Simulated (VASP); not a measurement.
# SrPd3Se4 (I-42m) in VASP: single point with r2SCAN+rVV10

Aim: the single point of SrPd3Se4 with r2SCAN+rVV10.

Program: VASP 6.6.1. These are calculated values, not measurements. Logs are shortened: lines on timing, memory, paths and dates and some standing lists are left out, and cuts for length are marked.

**1. The cell of the first run**

It takes space group I-42m (No. 121, tetragonal). The conventional cell has a = 6.726 Å, b = 6.726 Å, c = 8.114 Å, α = 90.00°, β = 90.00°, γ = 90.00°. Within 4.2 Å of Sr (site symmetry -42m) lie 8 Se at 3.19 to 3.21 Å and 10 Pd at 3.93 to 4.06 Å. Pd (site symmetry -4) has 4 Se at 2.48 Å within 3.3 Å. Within 3.2 Å of Pd (site symmetry -42m) lie 4 Se at 2.45 Å. Within 3.3 Å of Se (site symmetry m) lie 3 Pd at 2.45 to 2.48 Å and 2 Sr at 3.19 to 3.21 Å.

**2. Single point, r2SCAN+rVV10**

The input, POSCAR:

```
SrPd3Se4
1.0
   -3.3628605135      3.3628605135      4.0567977643
    3.3628605135     -3.3628605135      4.0567977643
    3.3628605135      3.3628605135     -4.0567977643
Sr Pd Se
1 3 4
Direct
    0.0000000000      0.0000000000      0.0000000000
    0.7500000000      0.2500000000      0.5000000000
    0.5000000000      0.5000000000      0.0000000000
    0.2500000000      0.7500000000      0.5000000000
    0.5195299577      0.1115112532      0.0000000000
    0.8884887468      0.8884887468      0.4080187044
    0.4804700423      0.4804700423      0.5919812956
    0.1115112532      0.5195299577      0.0000000000
```

The input, INCAR.step1:

```
PREC = Accurate ; ENCUT = 520
ISMEAR = -1 ; SIGMA = 0.03
LREAL = F ; LASPH = T
NELM = 100 ; NBANDS = 42
GGA = PE ; ALGO = Normal
EDIFF = 1E-4 ; LWAVE = T
LCHARG = F
```

The input, INCAR.step2:

```
PREC = Accurate ; ENCUT = 520
EDIFF = 1E-6 ; ISMEAR = -1
SIGMA = 0.03 ; LREAL = F
LASPH = T ; NELM = 100
ALGO = Normal ; ISIF = 2
LWAVE = F ; LCHARG = F
METAGGA = R2SCAN ; LMIXTAU = T
LUSE_VDW = T ; IVDW_NL = 2
BPARAM = 11.95 ; CPARAM = 0.0093
NBANDS = 42 ; ISTART = 1
```

The input, KPOINTS:

```
regular mesh
0
Gamma
  6 6 6
```

Potentials or basis: VASP PAW PBE potentials, release 64 (Sr_sv, Pd, Se).

On the command line:

```bash
$ cat potpaw_PBE.64/Sr_sv/POTCAR potpaw_PBE.64/Pd/POTCAR potpaw_PBE.64/Se/POTCAR > POTCAR
$ cp INCAR.step1 INCAR
$ mpirun -np 1 vasp_std > vasp.out
$ cp INCAR.step2 INCAR
$ mpirun -np 1 vasp_std > vasp.out
```

OUTCAR:

```text
PREC = Accurate
   ENCUT = 520
   EDIFF = 1E-6
   ISMEAR = -1
   LREAL = F
   LASPH = T
   NELM = 100
   ISIF = 2
   METAGGA = R2SCAN
   IVDW_NL = 2
   BPARAM = 11.95
   ISTART = 1

 ion  position               nearest neighbor table
   1  0.000  0.000  0.000-   5 3.19   8 3.19   7 3.19   6 3.19   6 3.21   8 3.21   5 3.21   7 3.21
                             2 3.93   4 3.93   4 3.93   2 3.93   4 3.93   2 3.93   4 3.93   2 3.93
   2  0.750  0.250  0.500-   6 2.48   8 2.48   5 2.48   7 2.48   1 3.93   1 3.93   1 3.93   1 3.93

   3  0.500  0.500  0.000-   7 2.45   6 2.45   5 2.45   8 2.45   1 4.06   1 4.06
   4  0.250  0.750  0.500-   6 2.48   5 2.48   8 2.48   7 2.48   1 3.93   1 3.93   1 3.93   1 3.93

   5  0.520  0.112  0.000-   3 2.45   2 2.48   4 2.48   1 3.19   1 3.21
   6  0.888  0.888  0.408-   3 2.45   2 2.48   4 2.48   1 3.19   1 3.21
   7  0.480  0.480  0.592-   3 2.45   2 2.48   4 2.48   1 3.19   1 3.21
   8  0.112  0.520  0.000-   3 2.45   4 2.48   2 2.48   1 3.19   1 3.21

  LATTYP: Found a body centered tetragonal cell.
 ALAT       =     6.7257210270
 C/A-ratio  =     1.2063532662

  Lattice vectors:

 A1 = (  -3.3628605135,   3.3628605135,   4.0567977643)
 A2 = (   3.3628605135,  -3.3628605135,   4.0567977643)
 A3 = (   3.3628605135,   3.3628605135,  -4.0567977643)

Analysis of symmetry for initial positions (statically):
=====================================================================
 Subroutine PRICEL returns:
 Original cell was already a primitive cell.

 Routine SETGRP: Setting up the symmetry group for a
 body centered tetragonal supercell.

 Subroutine GETGRP returns: Found  8 space group operations
 (whereof  8 operations were pure point group operations)
 out of a pool of 16 trial point group operations.

The static configuration has the point symmetry D_2d.

Analysis of symmetry for dynamics (positions and initial velocities):
=====================================================================
 Subroutine PRICEL returns:
 Original cell was already a primitive cell.

 Routine SETGRP: Setting up the symmetry group for a
 body centered tetragonal supercell.

 Subroutine GETGRP returns: Found  8 space group operations
 (whereof  8 operations were pure point group operations)
 out of a pool of 16 trial point group operations.

The dynamic configuration has the point symmetry D_2d.

 Subroutine INISYM returns: Found  8 space group operations
 (whereof  8 operations are pure point group operations),
 and found     1 'primitive' translations

----------------------------------------------------------------------------------------

                                     Primitive cell

  volume of cell :     183.5106

  direct lattice vectors                    reciprocal lattice vectors
    -3.362860513  3.362860513  4.056797764     0.000000000  0.148682944  0.123249920
     3.362860513 -3.362860513  4.056797764     0.148682944  0.000000000  0.123249920
     3.362860513  3.362860513 -4.056797764     0.148682944  0.148682944  0.000000000

  length of vectors
     6.251021498  6.251021498  6.251021498     0.193124728  0.193124728  0.210269435

  position of ions in fractional coordinates (direct lattice)
     0.000000000  0.000000000  0.000000000
     0.750000000  0.250000000  0.500000000
     0.500000000  0.500000000  0.000000000
     0.250000000  0.750000000  0.500000000
     0.519529958  0.111511253  0.000000000
     0.888488747  0.888488747  0.408018704
     0.480470042  0.480470042  0.591981296
     0.111511253  0.519529958  0.000000000

  ion indices of the primitive-cell ions
   primitive index   ion index
                 1           1
                 2           2
                 3           3
                 4           4
                 5           5
                 6           6
                 7           7
                 8           8

----------------------------------------------------------------------------------------

 KPOINTS: regular mesh

Automatic generation of k-mesh.
 Grid dimensions read from file:
 generate k-points for:    6    6    6

 Generating k-lattice:

  Cartesian coordinates                     Fractional coordinates (reciprocal lattice)
     0.000000000  0.024780491  0.020541653     0.166666667  0.000000000 -0.000000000
     0.024780491  0.000000000  0.020541653     0.000000000  0.166666667 -0.000000000
     0.024780491  0.024780491  0.000000000     0.000000000  0.000000000  0.166666667

  Length of vectors
     0.032187455  0.032187455  0.035044906

  Shift w.r.t. Gamma in fractional coordinates (k-lattice)
     0.000000000  0.000000000  0.000000000

 Subroutine IBZKPT returns following result:
 ===========================================

 Found     30 irreducible k-points:

 Following reciprocal coordinates:
            Coordinates               Weight
  0.000000  0.000000  0.000000      1.000000
  0.166667  0.000000  0.000000      8.000000
  0.333333  0.000000  0.000000      8.000000
  0.500000  0.000000  0.000000      4.000000
  0.166667  0.166667  0.000000      8.000000
  0.333333  0.166667  0.000000     16.000000
[... 16 lines left out ...]
 -0.333333 -0.333333  0.166667      8.000000
 -0.166667 -0.333333  0.166667      8.000000
 [... further k-points ...]
   k-points           NKPTS =     30   k-points in BZ     NKDIM =     30   number of bands    NBANDS=     42
   number of dos      NEDOS =    301   number of ions     NIONS =      8
   total plane-waves  NPLWV = 110592
   dimension x,y,z NGX =    48 NGY =   48 NGZ =   48
   dimension x,y,z NGXF=    96 NGYF=   96 NGZF=   96
   ions per type =               1   3   4
   NGX,Y,Z   is equivalent  to a cutoff of  12.77, 12.77, 12.77 a.u.
   NGXF,Y,Z  is equivalent  to a cutoff of  25.53, 25.53, 25.53 a.u.
 SYSTEM =  unknown system
   PREC   = accura    normal or accurate (medium, high low for compatibility)
   ISTART =      1    job   : 0-new  1-cont  2-samecut
   ICHARG =      0    charge: 1-file 2-atom 10-const
   ISPIN  =      1    spin polarized calculation?
   LNONCOLLINEAR =      F non collinear calculations
   LSORBIT =      F    spin-orbit coupling
   LASPH  =      T    aspherical Exc in radial PAW
   ENCUT  =  520.0 eV  38.22 Ry    6.18 a.u.  11.62 11.62 11.62*2*pi/ulx,y,z
   NELM   =    100;   NELMIN=  2; NELMDL=  0     # of ELM steps
   EDIFF  = 0.1E-05   stopping-criterion for ELM
   LREAL  =      F    real-space projection
   EDIFFG = 0.1E-04   stopping-criterion for IOM
   NSW    =      0    number of steps for IOM
   IBRION =     -1    ionic relax: 0-MD 1-quasi-New 2-CG
   NFREE  =      0    steps in history (QN), initial steepest desc. (CG)
   ISIF   =      2    stress and relaxation
   ISYM   =      2    0-nonsym 1-usesym 2-fastsym
   POTIM  = 0.5000    time-step for ionic-motion
   TEBEG  =    0.0;   TEEND  =   0.0 temperature during run
   PSTRESS=    0.0 pullay stress
   NELECT =      64.0000    total number of electrons
   NUPDOWN=      -1.0000    fix difference up-down
   EMIN   =  10.00;   EMAX   =-10.00  energy-range for DOS
   EFERMI =   0.00;   METHOD = LEGACY
   ISMEAR =    -1;   SIGMA  =   0.03  broadening in eV -4-tet -1-fermi 0-gaus
   EFERMI_NEDOS =   21; number of points for ismear=-14 and -15
   IALGO  =     38    algorithm
   IMIX   =      4    mixing-type and parameters
     AMIX     =   0.40;   BMIX     =  1.00
     AMIX_MAG =   1.60;   BMIX_MAG =  1.00
  volume/ion in A,a.u.               =      22.94       154.80
  Fermi-wavevector in a.u.,A,eV,Ry     =   1.152341  2.177609 18.067047  1.327891
  Thomas-Fermi vector in A             =   2.288993
   LORBIT       =      0    0 simple, 1 ext, 2 COOP (PROOUT), +10 PAW based schemes
   METAGGA = R2SCAN    functional components
   LHFCALC =     F    Hartree Fock is set to
   AEXX    =    0.0000 exact exchange contribution
   IVDW_NL    =     2    kernel type
   BPARAM     =11.9500
   IVDW    =     0    specifies the selected vdW correction
   LEPSILON=     F    determine dielectric tensor
   LRPA    =     F    only Hartree local field effects (RPA)
 non-spin polarized calculation
  energy-cutoff  :      520.00
  volume of cell :      183.51
 maximum number of plane-waves:      4968
 NGX is ok and might be reduce to    48
   NGX = 23   NGY = 23   NGZ = 23

 number of electron      63.9999989 magnetization

 Free energy of the ion-electron system (eV)
  ---------------------------------------------------
  ext. energy  EPLUGINS =         0.00000000
  ---------------------------------------------------
  free energy    TOTEN  =      -144.58633083 eV

  energy without entropy =     -144.56323274  energy(sigma->0) =     -144.57478179

 E-fermi :   4.4222     XC(G=0): -10.5996

 val. band max:        4.4142803549   @ k =  -0.1667   0.3333   0.1667
 cond. band min:       4.4476010767   @ k =   0.3333   0.3333   0.1667
 fundamental gap:      0.0333207218
 Fermi energy:         4.4221659861

 k-point     1 :       0.0000    0.0000    0.0000
  band No.  band energies     occupation
      1     -31.7580      2.00000
      2     -13.2047      2.00000
      3     -13.1973      2.00000
      4     -13.1973      2.00000
      5     -10.0007      2.00000
      6      -8.9108      2.00000
[... 34 lines left out ...]
     41       9.9094      0.00000
     42      10.1658      0.00000

 k-point     2 :       0.1667    0.0000    0.0000
  band No.  band energies     occupation
      1     -31.7580      2.00000
      2     -13.2169      2.00000
      3     -13.2019      2.00000
      4     -13.1981      2.00000
      5      -9.9106      2.00000
      6      -8.9601      2.00000
[... 34 lines left out ...]
     41      10.1212      0.00000
     42      10.6163      0.00000

 k-point     3 :       0.3333    0.0000    0.0000
  band No.  band energies     occupation
      1     -31.7579      2.00000
      2     -13.2426      2.00000
      3     -13.2103      2.00000
      4     -13.1983      2.00000
      5      -9.6753      2.00000
      6      -9.1189      2.00000
[... 897 lines left out ...]
      4     -13.2134      2.00000
      5      -9.5446      2.00000
      6      -9.0227      2.00000
[... 34 lines left out ...]
     41      10.1798      0.00000
     42      11.0315      0.00000

 k-point    24 :      -0.1667   -0.3333    0.1667
  band No.  band energies     occupation
      1     -31.7579      2.00000
      2     -13.2441      2.00000
      3     -13.2147      2.00000
      4     -13.2091      2.00000
      5      -9.7078      2.00000
      6      -8.9941      2.00000
[... 34 lines left out ...]
     41      10.2496      0.00000
     42      11.0441      0.00000

 [... further k-points ...]
[... 5 lines left out ...]
  --------------------------------------------------------------------------------------
  -------------------------------------------------------------------------------------
  Total        0.4223445      0.4223445      0.2162316      0.0000000      0.0000000      0.0000000
  in kB        3.6873673      3.6873673      1.8878553      0.0000000      0.0000000      0.0000000
  external PRESSURE =       3.0875300 kB  Pullay stress =       0.0000000 kB

 VOLUME and BASIS-vectors are now :
 -----------------------------------------------------------------------------
  energy-cutoff  :      520.00
  volume of cell :      183.51
      direct lattice vectors                 reciprocal lattice vectors
    -3.362860513  3.362860513  4.056797764     0.000000000  0.148682944  0.123249920
     3.362860513 -3.362860513  4.056797764     0.148682944  0.000000000  0.123249920
     3.362860513  3.362860513 -4.056797764     0.148682944  0.148682944  0.000000000

 POSITION                                       TOTAL-FORCE (eV/Angst)
 -----------------------------------------------------------------------------------
      0.00000      0.00000      0.00000         0.000000      0.000000      0.000000
     -0.00000      3.36286      2.02840         0.000000      0.000000     -0.000000
      0.00000      0.00000      4.05680         0.000000      0.000000     -0.000000
      3.36286     -0.00000      2.02840         0.000000     -0.000000      0.000000
     -1.37211      1.37211      2.56001         0.002999     -0.002999      0.010672
      1.37211      1.37211      5.55359        -0.002999     -0.002999     -0.010672
      1.99075      1.99075      1.49679         0.002999      0.002999     -0.010672
      1.37211     -1.37211      2.56001        -0.002999      0.002999      0.010672
 -----------------------------------------------------------------------------------
    total drift:                               -0.000001     -0.000001     -0.000001

  FREE ENERGIE OF THE ION-ELECTRON SYSTEM (eV)
  ---------------------------------------------------
  free  energy   TOTEN  =      -144.5863308292 eV

  energy  without entropy=     -144.5632327435  energy(sigma->0) =     -144.57478179
```

It took 15 min on 1 thread of Intel Xeon Platinum 8259CL at 2.50GHz (Skylake/Cascade Lake), shared host; peak memory 0.89 GiB.

Results:

- Free energy: -144.5863 eV
- Pressure: 0.3 GPa
- Largest force: 0.011 eV/Å
- Band gap on the k mesh: zero (bands 32 and 33 overlap by 0.19 eV)

Forces on the atoms (eV/Å):
```
Sr   0.000  0.000  0.000
Pd   0.000  0.000  0.000
Pd   0.000  0.000  0.000
Pd   0.000  0.000  0.000
Se   0.003 -0.003  0.011
Se  -0.003 -0.003 -0.011
Se   0.003  0.003 -0.011
Se  -0.003  0.003  0.011
```

Stress tensor (GPa, compression positive):
```
0.37 0.00 0.00
0.00 0.37 0.00
0.00 0.00 0.19
```

Caveat: the PAW data sets were made with another functional, which shifts forces and pressure a little.

The gap in the log of VASP goes by the Fermi energy; the results here count the filled bands.